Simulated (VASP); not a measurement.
# CdSe (Fm-3m) in VASP: further runs, part 2 of 2

VASP 6.6.1. Earlier steps stand in the parts before.

### Step 6. Relaxation of cell and atoms, PBEsol

INCAR

```
SYSTEM = CdSe
ALGO     = Normal         ! electronic algorithm
EDIFF    = 1E-6           ! SCF threshold, eV
EDIFFG   = -0.01          ! ionic threshold
ENCUT    = 600            ! plane-wave cutoff, eV
GGA      = PS             ! functional
IBRION   = 2              ! ionic algorithm
ISIF     = 3              ! what is computed and relaxed
ISMEAR   = -1             ! smearing method
LASPH    = .True.         ! aspherical terms in the spheres
LCHARG   = .False.        ! write CHGCAR
LREAL    = .False.        ! projectors in reciprocal space
LWAVE    = .False.        ! write WAVECAR
NELM     = 100            ! most SCF steps
NSW      = 60             ! ionic steps
PREC     = Accurate       ! precision mode
SIGMA    = 0.05           ! smearing width, eV
```

KPOINTS

```
k-points
0
Gamma
  8 8 8
  0 0 0
```

POSCAR

```
CdSe
1.0
    0.0000000000      2.8739580000      2.8739580000
    2.8739580000      0.0000000000      2.8739580000
    2.8739580000      2.8739580000      0.0000000000
Cd Se
1 1
Direct
    0.0000000000      0.0000000000      0.0000000000
    0.5000000000      0.5000000000      0.5000000000
```

Potentials or basis: VASP PAW PBE potentials, release 64 (Cd, Se).

Run with:

```console
$ cat potpaw_PBE.64/Cd/POTCAR potpaw_PBE.64/Se/POTCAR > POTCAR
$ mpirun -np 1 vasp_std > vasp.out
```

OUTCAR:

```text
SYSTEM = CdSe
   EDIFF = 1E-6
   EDIFFG = -0.01
   ENCUT = 600
   GGA = PS
   IBRION = 2
   ISIF = 3
   ISMEAR = -1
   LASPH = .True.
   LREAL = .False.
   NELM = 100
   NSW = 60
   PREC = Accurate

 ion  position               nearest neighbor table
   1  0.000  0.000  0.000-   2 2.87   2 2.87   2 2.87   2 2.87   2 2.87   2 2.87
   2  0.500  0.500  0.500-   1 2.87   1 2.87   1 2.87   1 2.87   1 2.87   1 2.87

  LATTYP: Found a face centered cubic cell.
 ALAT       =     5.7479160000

  Lattice vectors:

 A1 = (   0.0000000000,   2.8739580000,   2.8739580000)
 A2 = (   2.8739580000,   0.0000000000,   2.8739580000)
 A3 = (   2.8739580000,   2.8739580000,   0.0000000000)

Analysis of symmetry for initial positions (statically):
=====================================================================
 Subroutine PRICEL returns:
 Original cell was already a primitive cell.

 Routine SETGRP: Setting up the symmetry group for a
 face centered cubic supercell.

 Subroutine GETGRP returns: Found 48 space group operations
 (whereof 48 operations were pure point group operations)
 out of a pool of 48 trial point group operations.

The static configuration has the point symmetry O_h .

Analysis of symmetry for dynamics (positions and initial velocities):
=====================================================================
 Subroutine PRICEL returns:
 Original cell was already a primitive cell.

 Routine SETGRP: Setting up the symmetry group for a
 face centered cubic supercell.

 Subroutine GETGRP returns: Found 48 space group operations
 (whereof 48 operations were pure point group operations)
 out of a pool of 48 trial point group operations.

The dynamic configuration has the point symmetry O_h .

 Subroutine INISYM returns: Found 48 space group operations
 (whereof 48 operations are pure point group operations),
 and found     1 'primitive' translations

----------------------------------------------------------------------------------------

                                     Primitive cell

  volume of cell :      47.4757

  direct lattice vectors                    reciprocal lattice vectors
     0.000000000  2.873958000  2.873958000    -0.173976098  0.173976098  0.173976098
     2.873958000  0.000000000  2.873958000     0.173976098 -0.173976098  0.173976098
     2.873958000  2.873958000  0.000000000     0.173976098  0.173976098 -0.173976098

  length of vectors
     4.064390381  4.064390381  4.064390381     0.301335442  0.301335442  0.301335442

  position of ions in fractional coordinates (direct lattice)
     0.000000000  0.000000000  0.000000000
     0.500000000  0.500000000  0.500000000

  ion indices of the primitive-cell ions
   primitive index   ion index
                 1           1
                 2           2

----------------------------------------------------------------------------------------

 KPOINTS: k-points

Automatic generation of k-mesh.
 Grid dimensions read from file:
 generate k-points for:    8    8    8

 Generating k-lattice:

  Cartesian coordinates                     Fractional coordinates (reciprocal lattice)
    -0.021747012  0.021747012  0.021747012     0.125000000  0.000000000  0.000000000
     0.021747012 -0.021747012  0.021747012     0.000000000  0.125000000  0.000000000
[... 52 lines left out ...]
   ISPIN  =      1    spin polarized calculation?
   LNONCOLLINEAR =      F non collinear calculations
   LSORBIT =      F    spin-orbit coupling
   LASPH  =      T    aspherical Exc in radial PAW
   ENCUT  =  600.0 eV  44.10 Ry    6.64 a.u.   8.12  8.12  8.12*2*pi/ulx,y,z
   NELM   =    100;   NELMIN=  2; NELMDL= -5     # of ELM steps
   EDIFF  = 0.1E-05   stopping-criterion for ELM
   LREAL  =      F    real-space projection
   EDIFFG = -.1E-01   stopping-criterion for IOM
   NSW    =     60    number of steps for IOM
   IBRION =      2    ionic relax: 0-MD 1-quasi-New 2-CG
   NFREE  =      1    steps in history (QN), initial steepest desc. (CG)
   ISIF   =      3    stress and relaxation
   ISYM   =      2    0-nonsym 1-usesym 2-fastsym
   POTIM  = 0.5000    time-step for ionic-motion
   TEBEG  =    0.0;   TEEND  =   0.0 temperature during run
   PSTRESS=    0.0 pullay stress
   NELECT =      18.0000    total number of electrons
   NUPDOWN=      -1.0000    fix difference up-down
   EMIN   =  10.00;   EMAX   =-10.00  energy-range for DOS
   EFERMI =   0.00;   METHOD = LEGACY
   ISMEAR =    -1;   SIGMA  =   0.05  broadening in eV -4-tet -1-fermi 0-gaus
   EFERMI_NEDOS =   21; number of points for ismear=-14 and -15
   IALGO  =     38    algorithm
   IMIX   =      4    mixing-type and parameters
     AMIX     =   0.40;   BMIX     =  1.00
     AMIX_MAG =   1.60;   BMIX_MAG =  1.00
  volume/ion in A,a.u.               =      23.74       160.19
  Fermi-wavevector in a.u.,A,eV,Ry     =   1.184882  2.239103 19.101849  1.403946
  Thomas-Fermi vector in A             =   2.321088
   LORBIT       =      0    0 simple, 1 ext, 2 COOP (PROOUT), +10 PAW based schemes
   GGA     = PS    functional components
   LHFCALC =     F    Hartree Fock is set to
   AEXX    =    0.0000 exact exchange contribution
   IVDW    =     0    specifies the selected vdW correction
   LEPSILON=     F    determine dielectric tensor
   LRPA    =     F    only Hartree local field effects (RPA)
 conjugate gradient relaxation of ions
 non-spin polarized calculation
  energy-cutoff  :      600.00
  volume of cell :       47.48
 maximum number of plane-waves:      1604
   NGX = 17   NGY = 17   NGZ = 17

--------------------------------------- Ionic step        1  -------------------------------------------

 number of electron      17.9999995 magnetization

 Free energy of the ion-electron system (eV)
  ---------------------------------------------------
  ext. energy  EPLUGINS =         0.00000000
  ---------------------------------------------------
  free energy    TOTEN  =        -5.96149633 eV

  energy without entropy =       -5.95845948  energy(sigma->0) =       -5.95997791

------------------------ aborting loop because EDIFF is reached ----------------------------------------

  FORCE on cell =-STRESS in cart. coord.  units (eV):
  Direction    XX          YY          ZZ          XY          YZ          ZX
  --------------------------------------------------------------------------------------
  -------------------------------------------------------------------------------------
  Total       -1.0502866     -1.0502866     -1.0502866     -0.0000000      0.0000000      0.0000000
  in kB      -35.4443630    -35.4443630    -35.4443630     -0.0000000      0.0000000      0.0000000
  external PRESSURE =     -35.4443630 kB  Pullay stress =       0.0000000 kB
[... 59 lines left out ...]
--------------------------------------- Ionic step        3  -------------------------------------------

 number of electron      18.0000003 magnetization

 Free energy of the ion-electron system (eV)
  ---------------------------------------------------
  ext. energy  EPLUGINS =         0.00000000
  ---------------------------------------------------
  free energy    TOTEN  =        -5.99259726 eV

  energy without entropy =       -5.98986348  energy(sigma->0) =       -5.99123037

 E-fermi :   2.7604     XC(G=0): -10.4647

 val. band max:        2.6513124808   @ k =  -0.2500   0.1250   0.0000
 cond. band min:       2.8523165270   @ k =   0.0000   0.0000   0.0000
 fundamental gap:      0.2010040461
 Fermi energy:         2.7603697976

 k-point     1 :       0.0000    0.0000    0.0000
  band No.  band energies     occupation
      1     -10.6215      2.00000
      2      -5.3489      2.00000
      3      -5.3489      2.00000
      4      -5.3294      2.00000
      5      -5.3294      2.00000
      6      -5.3294      2.00000
      7       1.9558      2.00000
      8       1.9558      2.00000
      9       1.9558      2.00000
     10       2.8523      0.27435
     11      11.2785      0.00000
     12      11.2785      0.00000
     13      11.2785      0.00000
[... 354 lines left out ...]
  band No.  band energies     occupation
      1      -9.5813      2.00000
      2      -5.5456      2.00000
      3      -5.4122      2.00000
      4      -5.3796      2.00000
      5      -5.1515      2.00000
      6      -5.0834      2.00000
      7      -2.1912      2.00000
      8       0.5832      2.00000
      9       1.5271      2.00000
     10       6.0482      0.00000
     11       7.1451      0.00000
     12       9.5736      0.00000
     13      10.6167      0.00000

 [... further k-points ...]

------------------------ aborting loop because EDIFF is reached ----------------------------------------

  FORCE on cell =-STRESS in cart. coord.  units (eV):
  Direction    XX          YY          ZZ          XY          YZ          ZX
  --------------------------------------------------------------------------------------
  -------------------------------------------------------------------------------------
  Total       -0.0081834     -0.0081834     -0.0081834     -0.0000000      0.0000000     -0.0000000
  in kB       -0.2925547     -0.2925547     -0.2925547     -0.0000000      0.0000000     -0.0000000
  external PRESSURE =      -0.2925547 kB  Pullay stress =       0.0000000 kB
[... 17 lines left out ...]
  FREE ENERGIE OF THE ION-ELECTRON SYSTEM (eV)
  ---------------------------------------------------
  free  energy   TOTEN  =        -5.9925972611 eV

  energy  without entropy=       -5.9898634761  energy(sigma->0) =       -5.99123037

 reached required accuracy - stopping structural energy minimisation
```

It took 51 s on 1 thread of AMD EPYC 7R13, shared host; peak memory 0.17 GiB.

Results:

```yaml
Free_energy: -5.9926 eV
Relaxed_volume: 22.41 Å³/atom
Relaxed_cell: a = 3.987 Å, b = 3.987 Å, c = 3.987 Å, α = 60.00°, β = 60.00°, γ = 60.00°
Space_group_after_relaxing_to_0.1_Å: Fm-3m (No. 225)
Energy_gained_by_relaxing: 15.6 meV/atom
Ionic_steps: 3
Pressure_after_relaxing: 0.0 GPa
Band_gap_on_the_k_mesh: zero (bands 9 and 10 overlap by 0.55 eV)
```

Step by step:
```tsv
step	energy change (eV)	largest force (eV/Å)	pressure (GPa)	volume (Å³)
1	0.0000	0.0000	-3.54	47.48
2	-0.0273	0.0000	1.44	43.96
3	-0.0311	0.0000	-0.03	44.82
```

Final structure:
```
Cd Se
1.0
     0.00000    2.81926    2.81926
     2.81926    0.00000    2.81926
     2.81926    2.81926    0.00000
Cd Se
1 1
Direct
  0.00000 0.00000 0.00000
  0.50000 0.50000 0.50000
```

Caveat: semilocal functionals underestimate gaps, so a narrow gap can read as zero; the PAW data sets were made with another functional, which shifts forces and pressure a little.

### Step 7. Overview

```csv
task,level,potentials or basis,cell,cutoff (eV),gap on the mesh (eV),pressure (GPa),relaxed volume (Å³/atom)
single point,RPBE,"VASP PAW PBE potentials, release 64 (Cd, Se)","a = 4.064 Å, angles 60.0°, 2 atoms",520,none,2.2,-
single point,revPBE,"VASP PAW PBE potentials, release 64 (Cd, Se)","a = 4.064 Å, angles 60.0°, 2 atoms",520,none,1.6,-
single point,RPBE,"VASP PAW PBE potentials, release 64 (Cd, Se)","a = 4.111 Å, angles 60.0°, 2 atoms",520,none,0.3,-
relaxation of cell and atoms,LDA,"VASP PAW LDA potentials, release 64 (Cd, Se)","relaxed from a = 4.064 Å, angles 60.0°, 2 atoms",600,none,0.0,21.71
relaxation of cell and atoms,PBEsol,"VASP PAW PBE potentials, release 64 (Cd, Se)","relaxed from a = 4.064 Å, angles 60.0°, 2 atoms",600,none,0.0,22.41
```

Alike in all rows: no spin polarisation; k mesh 8 × 8 × 8; smearing fermi-dirac 0.05 eV.

Caveats: semilocal functionals underestimate gaps, so a narrow gap can read as zero; the PAW data sets were made with another functional, which shifts forces and pressure a little (at least some runs).

Total energies depend on the potentials used, so only differences within one code and one set of settings carry meaning.
